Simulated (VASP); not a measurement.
# Mg3S2O (P-4m2) in VASP: relaxation of cell and atoms with PBE

Aim: the relaxation of cell and atoms of Mg3S2O with PBE.

All numbers are computed with VASP 6.6.1; they aren't measurements. Logs are shortened: lines on timing, memory, paths and dates and some standing lists are left out, and cuts for length are marked.

**1. The cell of the first run**

Symmetry: P-4m2, No. 115, tetragonal system. Conventional cell: a = 3.373 Å, b = 3.373 Å, c = 9.737 Å, α = 90.00°, β = 90.00°, γ = 90.00°. Mg (site symmetry 2mm) has 5 S at 2.41 to 2.64 Å and 8 Mg at 3.29 to 3.37 Å within 3.4 Å. Within 3.2 Å of Mg (site symmetry -4m2) lie 4 O at 2.39 Å. Within 3.2 Å of S (site symmetry 2mm) lie 5 Mg at 2.41 to 2.64 Å. O (site symmetry -4m2) has 4 Mg at 2.39 Å within 3.2 Å.

The cell was generated, and may not be a known phase.

**2. Relaxation of cell and atoms, PBE**

INCAR reads:

```
PREC = Accurate ; ENCUT = 600
EDIFF = 1E-6 ; ISMEAR = 0
SIGMA = 0.02 ; LREAL = False
LASPH = True ; NELM = 100
ALGO = Normal ; ISIF = 3
LWAVE = False ; LCHARG = False
GGA = PE ; IBRION = 2
NSW = 100 ; EDIFFG = -0.01
```

KPOINTS reads:

```
regular mesh
0
Gamma
  8 8 4
```

POSCAR reads:

```
Mg3S2O
1.0
    3.3729650504      0.0000000000      0.0000000000
    0.0000000000      3.3729650504      0.0000000000
    0.0000000000      0.0000000000      9.7370273026
Mg S O
3 2 1
Direct
    0.5000000000      0.0000000000      0.6162627510
    0.0000000000      0.5000000000      0.3837372490
    0.5000000000      0.5000000000      0.0000000000
    0.5000000000      0.0000000000      0.3454503308
    0.0000000000      0.5000000000      0.6545496692
    0.0000000000      0.0000000000      0.0000000000
```

Potentials or basis: VASP PAW PBE potentials, release 64 (Mg, S, O).

Started as:

```
> cat potpaw_PBE.64/Mg/POTCAR potpaw_PBE.64/S/POTCAR potpaw_PBE.64/O/POTCAR > POTCAR
> mpirun -np 1 vasp_std > vasp.out
```

OUTCAR:

```text
PREC = Accurate
   ENCUT = 600
   EDIFF = 1E-6
   ISMEAR = 0
   LREAL = False
   LASPH = True
   NELM = 100
   ISIF = 3
   GGA = PE
   IBRION = 2
   NSW = 100
   EDIFFG = -0.01

 ion  position               nearest neighbor table
   1  0.500  0.000  0.616-   5 2.41   5 2.41   5 2.41   5 2.41   4 2.64   2 3.29   2 3.29   2 3.29
                             2 3.29
   2  0.000  0.500  0.384-   4 2.41   4 2.41   4 2.41   4 2.41   5 2.64   1 3.29   1 3.29   1 3.29
                             1 3.29
   3  0.500  0.500  0.000-   6 2.39   6 2.39   6 2.39   6 2.39
   4  0.500  0.000  0.345-   2 2.41   2 2.41   2 2.41   2 2.41   1 2.64
   5  0.000  0.500  0.655-   1 2.41   1 2.41   1 2.41   1 2.41   2 2.64
   6  0.000  0.000  0.000-   3 2.39   3 2.39   3 2.39   3 2.39

  LATTYP: Found a simple tetragonal cell.
 ALAT       =     3.3729650504
 C/A-ratio  =     2.8867857085

  Lattice vectors:

 A1 = (   3.3729650504,   0.0000000000,   0.0000000000)
 A2 = (   0.0000000000,   3.3729650504,   0.0000000000)
 A3 = (   0.0000000000,   0.0000000000,   9.7370273026)

Analysis of symmetry for initial positions (statically):
=====================================================================
 Subroutine PRICEL returns:
 Original cell was already a primitive cell.

 Routine SETGRP: Setting up the symmetry group for a
 simple tetragonal supercell.

 Subroutine GETGRP returns: Found  8 space group operations
 (whereof  8 operations were pure point group operations)
 out of a pool of 16 trial point group operations.

The static configuration has the point symmetry D_2d.

Analysis of symmetry for dynamics (positions and initial velocities):
=====================================================================
 Subroutine PRICEL returns:
 Original cell was already a primitive cell.

 Routine SETGRP: Setting up the symmetry group for a
 simple tetragonal supercell.

 Subroutine GETGRP returns: Found  8 space group operations
 (whereof  8 operations were pure point group operations)
 out of a pool of 16 trial point group operations.

The dynamic configuration has the point symmetry D_2d.

 Subroutine INISYM returns: Found  8 space group operations
 (whereof  8 operations are pure point group operations),
 and found     1 'primitive' translations

----------------------------------------------------------------------------------------

                                     Primitive cell

  volume of cell :     110.7771

  direct lattice vectors                    reciprocal lattice vectors
     3.372965050  0.000000000  0.000000000     0.296475055  0.000000000  0.000000000
     0.000000000  3.372965050  0.000000000     0.000000000  0.296475055  0.000000000
     0.000000000  0.000000000  9.737027303     0.000000000  0.000000000  0.102700749

  length of vectors
     3.372965050  3.372965050  9.737027303     0.296475055  0.296475055  0.102700749

  position of ions in fractional coordinates (direct lattice)
     0.500000000  0.000000000  0.616262751
     0.000000000  0.500000000  0.383737249
     0.500000000  0.500000000  0.000000000
     0.500000000  0.000000000  0.345450331
     0.000000000  0.500000000  0.654549669
     0.000000000  0.000000000  0.000000000

  ion indices of the primitive-cell ions
   primitive index   ion index
                 1           1
                 2           2
                 3           3
                 4           4
                 5           5
                 6           6

----------------------------------------------------------------------------------------

 KPOINTS: regular mesh

Automatic generation of k-mesh.
 Grid dimensions read from file:
 generate k-points for:    8    8    4

 Generating k-lattice:

  Cartesian coordinates                     Fractional coordinates (reciprocal lattice)
     0.037059382  0.000000000  0.000000000     0.125000000  0.000000000  0.000000000
     0.000000000  0.037059382  0.000000000     0.000000000  0.125000000  0.000000000
     0.000000000  0.000000000  0.025675187     0.000000000  0.000000000  0.250000000

  Length of vectors
     0.037059382  0.037059382  0.025675187

  Shift w.r.t. Gamma in fractional coordinates (k-lattice)
     0.000000000  0.000000000  0.000000000

 Subroutine IBZKPT returns following result:
 ===========================================

 Found     45 irreducible k-points:

 Following reciprocal coordinates:
            Coordinates               Weight
  0.000000  0.000000  0.000000      1.000000
  0.125000  0.000000  0.000000      4.000000
  0.250000  0.000000  0.000000      4.000000
  0.375000  0.000000  0.000000      4.000000
  0.500000  0.000000  0.000000      2.000000
  0.125000  0.125000  0.000000      4.000000
[... 16 lines left out ...]
  0.375000  0.125000  0.250000     16.000000
  0.500000  0.125000  0.250000      8.000000
 [... further k-points ...]
   k-points           NKPTS =     45   k-points in BZ     NKDIM =     45   number of bands    NBANDS=     16
   number of dos      NEDOS =    301   number of ions     NIONS =      6
   total plane-waves  NPLWV =  62720
   dimension x,y,z NGX =    28 NGY =   28 NGZ =   80
   dimension x,y,z NGXF=    56 NGYF=   56 NGZF=  160
   ions per type =               3   2   1
   NGX,Y,Z   is equivalent  to a cutoff of  13.80, 13.80, 13.66 a.u.
   NGXF,Y,Z  is equivalent  to a cutoff of  27.60, 27.60, 27.32 a.u.
 SYSTEM =  unknown system
   PREC   = accura    normal or accurate (medium, high low for compatibility)
   ISTART =      0    job   : 0-new  1-cont  2-samecut
   ICHARG =      2    charge: 1-file 2-atom 10-const
   ISPIN  =      1    spin polarized calculation?
   LNONCOLLINEAR =      F non collinear calculations
   LSORBIT =      F    spin-orbit coupling
   LASPH  =      T    aspherical Exc in radial PAW
   ENCUT  =  600.0 eV  44.10 Ry    6.64 a.u.   6.74  6.74 19.45*2*pi/ulx,y,z
   NELM   =    100;   NELMIN=  2; NELMDL= -5     # of ELM steps
   EDIFF  = 0.1E-05   stopping-criterion for ELM
   LREAL  =      F    real-space projection
   EDIFFG = -.1E-01   stopping-criterion for IOM
   NSW    =    100    number of steps for IOM
   IBRION =      2    ionic relax: 0-MD 1-quasi-New 2-CG
   NFREE  =      1    steps in history (QN), initial steepest desc. (CG)
   ISIF   =      3    stress and relaxation
   ISYM   =      2    0-nonsym 1-usesym 2-fastsym
   POTIM  = 0.5000    time-step for ionic-motion
   TEBEG  =    0.0;   TEEND  =   0.0 temperature during run
   PSTRESS=    0.0 pullay stress
   NELECT =      24.0000    total number of electrons
   NUPDOWN=      -1.0000    fix difference up-down
   EMIN   =  10.00;   EMAX   =-10.00  energy-range for DOS
   EFERMI =   0.00;   METHOD = LEGACY
   ISMEAR =     0;   SIGMA  =   0.02  broadening in eV -4-tet -1-fermi 0-gaus
   EFERMI_NEDOS =   21; number of points for ismear=-14 and -15
   IALGO  =     38    algorithm
   IMIX   =      4    mixing-type and parameters
     AMIX     =   0.40;   BMIX     =  1.00
     AMIX_MAG =   1.60;   BMIX_MAG =  1.00
  volume/ion in A,a.u.               =      18.46       124.59
  Fermi-wavevector in a.u.,A,eV,Ry     =   0.983245  1.858064 13.153723  0.966771
  Thomas-Fermi vector in A             =   2.114389
   LORBIT       =      0    0 simple, 1 ext, 2 COOP (PROOUT), +10 PAW based schemes
   GGA     = PE    functional components
   LHFCALC =     F    Hartree Fock is set to
   AEXX    =    0.0000 exact exchange contribution
   IVDW    =     0    specifies the selected vdW correction
   LEPSILON=     F    determine dielectric tensor
   LRPA    =     F    only Hartree local field effects (RPA)
 conjugate gradient relaxation of ions
 non-spin polarized calculation
 Gauss-broadening in eV      SIGMA  =   0.02
  energy-cutoff  :      600.00
  volume of cell :      110.78
 maximum number of plane-waves:      3736
 NGX is ok and might be reduce to    28
   NGX = 13   NGY = 13   NGZ = 39

--------------------------------------- Ionic step        1  -------------------------------------------

 number of electron      23.9999994 magnetization

 Free energy of the ion-electron system (eV)
  ---------------------------------------------------
  ext. energy  EPLUGINS =         0.00000000
  ---------------------------------------------------
  free energy    TOTEN  =       -25.54049340 eV

  energy without entropy =      -25.54049340  energy(sigma->0) =      -25.54049340

------------------------ aborting loop because EDIFF is reached ----------------------------------------

  FORCE on cell =-STRESS in cart. coord.  units (eV):
  Direction    XX          YY          ZZ          XY          YZ          ZX
  --------------------------------------------------------------------------------------
  -------------------------------------------------------------------------------------
  Total       -0.2945561     -0.2945561      0.1087257      0.0000000      0.0000000      0.0000000
  in kB       -4.2601863     -4.2601863      1.5725069      0.0000000      0.0000000      0.0000000
  external PRESSURE =      -2.3159552 kB  Pullay stress =       0.0000000 kB
[... 101 lines left out ...]
  FREE ENERGIE OF THE ION-ELECTRON SYSTEM (eV)
  ---------------------------------------------------
  free  energy   TOTEN  =       -25.5412365190 eV

  energy  without entropy=      -25.5412365190  energy(sigma->0) =      -25.54123652

[... ionic steps 4 to 11 ...]

--------------------------------------- Ionic step       12  -------------------------------------------

 number of electron      23.9999994 magnetization

------------------------ aborting loop because EDIFF is reached ----------------------------------------
[... 75 lines left out ...]
--------------------------------------- Ionic step       14  -------------------------------------------

 number of electron      23.9999997 magnetization

 Free energy of the ion-electron system (eV)
  ---------------------------------------------------
  ext. energy  EPLUGINS =         0.00000000
  ---------------------------------------------------
  free energy    TOTEN  =       -25.54420292 eV

  energy without entropy =      -25.54420292  energy(sigma->0) =      -25.54420292

 E-fermi :   2.5553     XC(G=0):  -8.7097

 val. band max:        2.4646949088   @ k =   0.5000   0.5000   0.0000
 cond. band min:       3.7976388104   @ k =   0.0000   0.0000   0.0000
 fundamental gap:      1.3329439016
 Fermi energy:         2.5552754031

 k-point     1 :       0.0000    0.0000    0.0000
  band No.  band energies     occupation
      1     -12.8292      2.00000
      2     -11.2255      2.00000
      3     -10.5079      2.00000
      4      -2.2771      2.00000
      5      -0.1461      2.00000
      6       0.7412      2.00000
[... 433 lines left out ...]
      3      -9.8653      2.00000
      4      -3.1695      2.00000
      5      -3.1160      2.00000
      6      -0.4190      2.00000
[... 8 lines left out ...]
     15       7.5917      0.00000
     16       8.1880      0.00000

 [... further k-points ...]

------------------------ aborting loop because EDIFF is reached ----------------------------------------

  FORCE on cell =-STRESS in cart. coord.  units (eV):
  Direction    XX          YY          ZZ          XY          YZ          ZX
  --------------------------------------------------------------------------------------
  -------------------------------------------------------------------------------------
  Total       -0.0127041     -0.0127041     -0.0321139      0.0000000      0.0000000      0.0000000
  in kB       -0.1787297     -0.1787297     -0.4518006      0.0000000      0.0000000      0.0000000
  external PRESSURE =      -0.2697533 kB  Pullay stress =       0.0000000 kB
[... 21 lines left out ...]
  FREE ENERGIE OF THE ION-ELECTRON SYSTEM (eV)
  ---------------------------------------------------
  free  energy   TOTEN  =       -25.5442029159 eV

  energy  without entropy=      -25.5442029159  energy(sigma->0) =      -25.54420292

 reached required accuracy - stopping structural energy minimisation
```

Run time: 11 min. Hardware: 1 thread of Oxide Virtual Turin-like, shared host; peak memory 0.28 GiB.

Results:

* Free energy: -25.5442 eV
* Relaxed volume: 18.98 Å³/atom
* Relaxed cell: a = 3.363 Å, b = 3.363 Å, c = 10.071 Å, α = 90.00°, β = 90.00°, γ = 90.00°
* Space group after relaxing (to 0.1 Å): P-4m2 (No. 115)
* Energy gained by relaxing: 0.6 meV/atom
* Ionic steps: 14
* Pressure after relaxing: 0.0 GPa
* Largest force after relaxing: 0.005 eV/Å
* Band gap on the k mesh: 1.33 eV (least direct gap 1.85 eV)

Forces on the atoms (eV/Å):
```
Mg   0.000  0.000 -0.005
Mg   0.000  0.000  0.005
Mg   0.000  0.000  0.000
S    0.000  0.000  0.004
S    0.000  0.000 -0.004
O    0.000  0.000  0.000
```

The path:
```
step  energy change (eV)  largest force (eV/Å)  pressure (GPa)  volume (Å³)
   1              0.0000                0.0328           -0.23       110.78
   2             -0.0007                0.0380            0.15       110.35
   3             -0.0007                0.0377            0.12       110.38
   4             -0.0011                0.0366            0.09       110.50
   5             -0.0016                0.0330            0.01       110.85
   6             -0.0016                0.0392           -0.01       110.93
   7             -0.0020                0.0352           -0.01       111.03
   8             -0.0024                0.0234            0.02       111.30
   9             -0.0027                0.0158            0.12       111.48
  10             -0.0029                0.0120            0.27       111.73
  11             -0.0029                0.0111            0.25       111.83
  12             -0.0032                0.0085            0.21       112.12
  13             -0.0035                0.0051            0.13       112.71
  14             -0.0037                0.0048           -0.03       113.88
```

Final structure:
```
Mg S O
1.0
     3.36274    0.00000    0.00000
     0.00000    3.36274    0.00000
     0.00000    0.00000   10.07095
Mg S O
3 2 1
Direct
  0.50000 0.00000 0.61105
  0.00000 0.50000 0.38895
  0.50000 0.50000 0.00000
  0.50000 0.00000 0.34928
  0.00000 0.50000 0.65072
  0.00000 0.00000 0.00000
```
